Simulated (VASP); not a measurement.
# Ge (Cmcm) in VASP: further runs

Runs on Ge. Level: PBE. Tasks: single point, relaxation of cell and atoms.

All numbers are computed with VASP 6.6.1; they aren't measurements. Logs are shortened: lines on timing, memory, paths and dates and some standing lists are left out, and cuts for length are marked.

## Step 1: The cell of the first run

It takes space group Cmcm (No. 63, orthorhombic). Conventional cell: a = 2.976 Å, b = 5.189 Å, c = 4.728 Å, α = 90.00°, β = 90.00°, γ = 90.00°. Within 3.9 Å of Ge (site symmetry m2m) lie 12 Ge at 2.92 to 2.99 Å.

This isn't the form of Ge at room conditions, which is diamond.

## Step 2: Single point, PBE

INCAR

```
PREC = Accurate ; ENCUT = 520
EDIFF = 1E-6 ; ISMEAR = 0
SIGMA = 0.02 ; LREAL = F
LASPH = T ; NELM = 60
ALGO = Normal ; ISIF = 2
LWAVE = F ; LCHARG = F
GGA = PE ; NBANDS = 21
```

KPOINTS

```
regular mesh
0
Gamma
  10 10 6
```

POSCAR

```
Ge
1.0
    1.4880529250     -2.5946896100      0.0000000000
    1.4880529250      2.5946896100      0.0000000000
    0.0000000000      0.0000000000      4.7275957900
Ge
2
Direct
    0.3334466300      0.6665533700      0.2500000000
    0.6665533700      0.3334466300      0.7500000000
```

Potentials or basis: VASP PAW PBE potentials, release 64 (Ge_d).

Launch:

```sh
> cat potpaw_PBE.64/Ge_d/POTCAR > POTCAR
> mpirun -np 1 vasp_std > vasp.out
```

OUTCAR:

```text
PREC = Accurate
   ENCUT = 520
   EDIFF = 1E-6
   ISMEAR = 0
   LREAL = F
   LASPH = T
   NELM = 60
   ISIF = 2
   GGA = PE

 ion  position               nearest neighbor table
   1  0.333  0.667  0.250-
   2  0.667  0.333  0.750-

  LATTYP: Found a base centered orthorhombic cell.
 ALAT       =     2.9761058500
 B/A-ratio  =     1.7436809984
 C/A-ratio  =     1.5885173540

  Lattice vectors:

 A1 = (   1.4880529250,  -2.5946896100,   0.0000000000)
 A2 = (   1.4880529250,   2.5946896100,   0.0000000000)
 A3 = (   0.0000000000,   0.0000000000,   4.7275957900)

Analysis of symmetry for initial positions (statically):
=====================================================================
 Subroutine PRICEL returns:
 Original cell was already a primitive cell.

 Routine SETGRP: Setting up the symmetry group for a
 base centered orthorhombic supercell.

 Subroutine GETGRP returns: Found  8 space group operations
 (whereof  4 operations were pure point group operations)
 out of a pool of  8 trial point group operations.

The static configuration has the point symmetry C_2h.
 The point group associated with its full space group is D_2h.

Analysis of symmetry for dynamics (positions and initial velocities):
=====================================================================
 Subroutine PRICEL returns:
 Original cell was already a primitive cell.

 Routine SETGRP: Setting up the symmetry group for a
 base centered orthorhombic supercell.

 Subroutine GETGRP returns: Found  8 space group operations
 (whereof  4 operations were pure point group operations)
 out of a pool of  8 trial point group operations.

The dynamic configuration has the point symmetry C_2h.
 The point group associated with its full space group is D_2h.

 Subroutine INISYM returns: Found  8 space group operations
 (whereof  4 operations are pure point group operations),
 and found     1 'primitive' translations

----------------------------------------------------------------------------------------

                                     Primitive cell

  volume of cell :      36.5068

  direct lattice vectors                    reciprocal lattice vectors
     1.488052925 -2.594689610  0.000000000     0.336009554 -0.192701277  0.000000000
     1.488052925  2.594689610  0.000000000     0.336009554  0.192701277  0.000000000
     0.000000000  0.000000000  4.727595790     0.000000000  0.000000000  0.211524006

  length of vectors
[... 80 lines left out ...]
   ENCUT  =  520.0 eV  38.22 Ry    6.18 a.u.   5.56  5.56  8.79*2*pi/ulx,y,z
   NELM   =     60;   NELMIN=  2; NELMDL= -5     # of ELM steps
   EDIFF  = 0.1E-05   stopping-criterion for ELM
   LREAL  =      F    real-space projection
   EDIFFG = 0.1E-04   stopping-criterion for IOM
   NSW    =      0    number of steps for IOM
   IBRION =     -1    ionic relax: 0-MD 1-quasi-New 2-CG
   NFREE  =      0    steps in history (QN), initial steepest desc. (CG)
   ISIF   =      2    stress and relaxation
   ISYM   =      2    0-nonsym 1-usesym 2-fastsym
   POTIM  = 0.5000    time-step for ionic-motion
   TEBEG  =    0.0;   TEEND  =   0.0 temperature during run
   PSTRESS=    0.0 pullay stress
   NELECT =      28.0000    total number of electrons
   NUPDOWN=      -1.0000    fix difference up-down
   EMIN   =  10.00;   EMAX   =-10.00  energy-range for DOS
   EFERMI =   0.00;   METHOD = LEGACY
   ISMEAR =     0;   SIGMA  =   0.02  broadening in eV -4-tet -1-fermi 0-gaus
   EFERMI_NEDOS =   21; number of points for ismear=-14 and -15
   IALGO  =     38    algorithm
   IMIX   =      4    mixing-type and parameters
     AMIX     =   0.40;   BMIX     =  1.00
     AMIX_MAG =   1.60;   BMIX_MAG =  1.00
  volume/ion in A,a.u.               =      18.25       123.18
  Fermi-wavevector in a.u.,A,eV,Ry     =   1.498544  2.831837 30.553703  2.245634
  Thomas-Fermi vector in A             =   2.610289
   LORBIT       =      0    0 simple, 1 ext, 2 COOP (PROOUT), +10 PAW based schemes
   GGA     = PE    functional components
   LHFCALC =     F    Hartree Fock is set to
   AEXX    =    0.0000 exact exchange contribution
   IVDW    =     0    specifies the selected vdW correction
   LEPSILON=     F    determine dielectric tensor
   LRPA    =     F    only Hartree local field effects (RPA)
 non-spin polarized calculation
 Gauss-broadening in eV      SIGMA  =   0.02
  energy-cutoff  :      520.00
  volume of cell :       36.51
 maximum number of plane-waves:      1014
 NGX is ok and might be reduce to    24
   NGX = 11   NGY = 11   NGZ = 17

 number of electron      28.0000012 magnetization

 Free energy of the ion-electron system (eV)
  ---------------------------------------------------
  ext. energy  EPLUGINS =         0.00000000
  ---------------------------------------------------
  free energy    TOTEN  =        -8.36042909 eV

  energy without entropy =       -8.36004873  energy(sigma->0) =       -8.36023891

 E-fermi :   7.0485     XC(G=0): -11.4668

 val. band max:        7.0320917985   @ k =   0.5000   0.3000   0.1667
 cond. band min:       7.0615723924   @ k =   0.3000   0.2000   0.5000
 fundamental gap:      0.0294805939
 Fermi energy:         7.0484958094

 k-point     1 :       0.0000    0.0000    0.0000
  band No.  band energies     occupation
      1     -17.5983      2.00000
      2     -17.5878      2.00000
      3     -17.5860      2.00000
      4     -17.5841      2.00000
      5     -17.5786      2.00000
      6     -17.5754      2.00000
[... 565 lines left out ...]
     20      22.7550      0.00000
     21      23.3495      0.00000

 [... further k-points ...]

------------------------ aborting loop because EDIFF is reached ----------------------------------------

  FORCE on cell =-STRESS in cart. coord.  units (eV):
  Direction    XX          YY          ZZ          XY          YZ          ZX
  --------------------------------------------------------------------------------------
  -------------------------------------------------------------------------------------
  Total        0.7225931      1.0003107      1.2537949      0.0000000      0.0000000      0.0000000
  in kB       31.7124838     43.9006917     55.0253695      0.0000000      0.0000000      0.0000000
  external PRESSURE =      43.5461816 kB  Pullay stress =       0.0000000 kB

 VOLUME and BASIS-vectors are now :
 -----------------------------------------------------------------------------
  energy-cutoff  :      520.00
  volume of cell :       36.51
      direct lattice vectors                 reciprocal lattice vectors
     1.488052925 -2.594689610  0.000000000     0.336009554 -0.192701277  0.000000000
     1.488052925  2.594689610  0.000000000     0.336009554  0.192701277  0.000000000
     0.000000000  0.000000000  4.727595790     0.000000000  0.000000000  0.211524006

 POSITION                                       TOTAL-FORCE (eV/Angst)
 -----------------------------------------------------------------------------------
      1.48805      0.86431      1.18190         0.000000      0.013103      0.000000
      1.48805     -0.86431      3.54570         0.000000     -0.013103      0.000000
 -----------------------------------------------------------------------------------
    total drift:                                0.000000     -0.000000      0.000000

  FREE ENERGIE OF THE ION-ELECTRON SYSTEM (eV)
  ---------------------------------------------------
  free  energy   TOTEN  =        -8.3604290929 eV

  energy  without entropy=       -8.3600487315  energy(sigma->0) =       -8.36023891
```

Wall time 2 min (1 thread of AMD EPYC 7R13, shared host); peak memory 0.17 GiB.

What came out:

```yaml
Free_energy: -8.3604 eV
Pressure: 4.4 GPa
Largest_force: 0.013 eV/Å
Band_gap_on_the_k_mesh: zero (bands 14 and 15 overlap by 8.97 eV)
```

Forces on the atoms (eV/Å):
```
Ge   0.000  0.013  0.000
Ge   0.000 -0.013  0.000
```

Levels at points of the mesh, in eV from the Fermi level:
```
           k point  band 11  band 12  band 13  band 14  band 15  band 16  band 17  band 18
(0.00, 0.00, 0.00)   -13.35    -7.46    -5.52     6.63     6.74     8.71     8.83    10.14
(0.50, 0.00, 0.00)    -8.42    -7.09    -2.25    -1.24    -0.87     1.45     2.46     6.45
(0.50, 0.50, 0.00)    -8.49    -7.13    -2.29    -1.27    -0.93     1.42     2.61     6.59
(0.00, 0.00, 0.50)   -11.68   -11.68     1.90     1.90     7.77     7.77     7.88     7.88
(0.50, 0.00, 0.50)    -6.97    -6.97    -4.91    -4.91     4.12     4.12     5.09     5.09
(0.50, 0.50, 0.50)    -7.05    -7.05    -4.94    -4.94     4.28     4.28     5.11     5.11
```

Caveat: the cell stands under pressure.

## Step 3: Single point, PBE

INCAR

```
SYSTEM = Ge
PREC = Accurate
ENCUT = 520
EDIFF = 1E-7
ISMEAR = 0
SIGMA = 0.020999999999999998
LREAL = .FALSE.
LASPH = .TRUE.
NELM = 100
ALGO = Normal
ISIF = 2
LWAVE = .FALSE.
LCHARG = .FALSE.
GGA = PE
NBANDS = 21
```

KPOINTS

```
regular mesh
0
G
  10 10 6
  0 0 0
```

POSCAR is that of step 2.

Potentials or basis: VASP PAW PBE potentials, release 64 (Ge_d).

Launch:

```sh
> cat potpaw_PBE.64/Ge_d/POTCAR > POTCAR
> mpirun -np 1 vasp_std > vasp.out
```

It took 2.3 min on 1 thread of AMD EPYC 7R13, shared host; peak memory 0.17 GiB.

It converged, with:

```yaml
Free_energy: -8.3604 eV
Pressure: 4.4 GPa
Largest_force: 0.013 eV/Å
Band_gap_on_the_k_mesh: zero (bands 14 and 15 overlap by 8.97 eV)
```

Forces in eV/Å, atoms in the order of the input:
```
Ge   0.000  0.013  0.000
Ge   0.000 -0.013  0.000
```

Stress tensor (GPa, compression positive):
```
3.18 0.00 0.00
0.00 4.39 0.00
0.00 0.00 5.52
```

Levels at points of the mesh, in eV from the Fermi level:
```csv
k point,band 10,band 11,band 12,band 13,band 14,band 15,band 16,band 17,band 18,band 19
"(0.00, 0.00, 0.00)",-24.54,-13.35,-7.46,-5.52,6.63,6.74,8.71,8.83,10.14,11.42
"(0.50, 0.00, 0.00)",-24.53,-8.42,-7.09,-2.25,-1.24,-0.87,1.45,2.46,6.45,7.23
"(0.50, 0.50, 0.00)",-24.53,-8.49,-7.13,-2.29,-1.27,-0.93,1.42,2.61,6.59,7.38
"(0.00, 0.00, 0.50)",-24.56,-11.68,-11.68,1.90,1.90,7.77,7.77,7.88,7.88,12.72
"(0.50, 0.00, 0.50)",-24.54,-6.97,-6.97,-4.91,-4.91,4.12,4.12,5.09,5.09,8.68
"(0.50, 0.50, 0.50)",-24.54,-7.05,-7.05,-4.94,-4.94,4.28,4.28,5.11,5.11,8.77
```

Caveat: the cell stands under pressure.

(Continued in part 2 of 2.)

The gap in the log of VASP goes by the Fermi energy; the results here count the filled bands.